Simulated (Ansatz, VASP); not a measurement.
CaO in VASP and in Ansatz

INCAR

```
SYSTEM = CaO
PREC = Accurate
ENCUT = 600
EDIFF = 1E-7
ISMEAR = 0
SIGMA = 0.02
LREAL = .False.
LASPH = .True.
NELM = 120
ALGO = Normal
ISIF = 3
LWAVE = .False.
LCHARG = .False.
GGA = PS
IVDW = 13
IBRION = 2
NSW = 100
EDIFFG = -0.002
GGA_COMPAT = .False.
NELMIN = 4
```

The input KPOINTS:

```
regular mesh
0
Gamma
  8 8 8
  0 0 0
```

File POSCAR:

```
CaO
1.0
    0.0000000000      2.3900000000      2.3900000000
    2.3900000000      0.0000000000      2.3900000000
    2.3900000000      2.3900000000      0.0000000000
Ca O
1 1
Direct
    0.0000000000      0.0000000000      0.0000000000
    0.5000000000      0.5000000000      0.5000000000
```

Input for Ansatz:

```yaml
crystal:
  lattice:
    - [0.0, 2.39, 2.39]
    - [2.39, 0.0, 2.39]
    - [2.39, 2.39, 0.0]
  atoms:
    - { symbol: Ca, position: [0.0, 0.0, 0.0] }
    - { symbol: O, position: [0.5, 0.5, 0.5] }
basis:
  ecutwfc: 550.0
kpoints:
  mp_grid: { grid: [8, 8, 8] }
hamiltonian:
  xc: pbesol
  dispersion: d4
  pseudopotentials: { kind: paw, azcp: { folder: soft_1 } }
scf:
  occupations: { method: gaussian, width: 0.02 }
output:
  forces: true
  stress: true
  eigenvalues: true
  write_density: true
  write_potential: true
  elf: true
  volumetric_format: npy
relax:
  adjacent_minimum: "off"
  f_tol: 0.002
  max_steps: 80
  cell: { stress_tol: 0.02 }
```

Alike in both runs: task relaxation of cell and atoms; functional PBEsol; dispersion D4; k mesh 8 × 8 × 8; occupations gaussian, width 0.02 eV; no spin polarisation.

|  | VASP | Ansatz |
| --- | --- | --- |
| version | VASP 6.6.1 | Ansatz 0.2.0 |
| potentials or method | VASP PAW PBE potentials, release 64 (Ca_sv, O), cutoff 600 eV | scalar-relativistic, plane waves, PAW |
| valence electrons in the cell | 16 | 16 |

|  | VASP | Ansatz | Ansatz less VASP |
| --- | --- | --- | --- |
| gap on the k mesh at the Fermi level, each at its own relaxed structure (eV) | 3.52 | 3.54 | +0.017 |
| relaxed volume (Å³/atom) | 13.46 | 13.39 | -0.068 |
| relaxed cell length with the largest relative difference (Å) | 3.364 | 3.359 | -0.0057 |

VASP's potentials were made for PBE, not for PBEsol, and Ansatz warns of the same on its side.
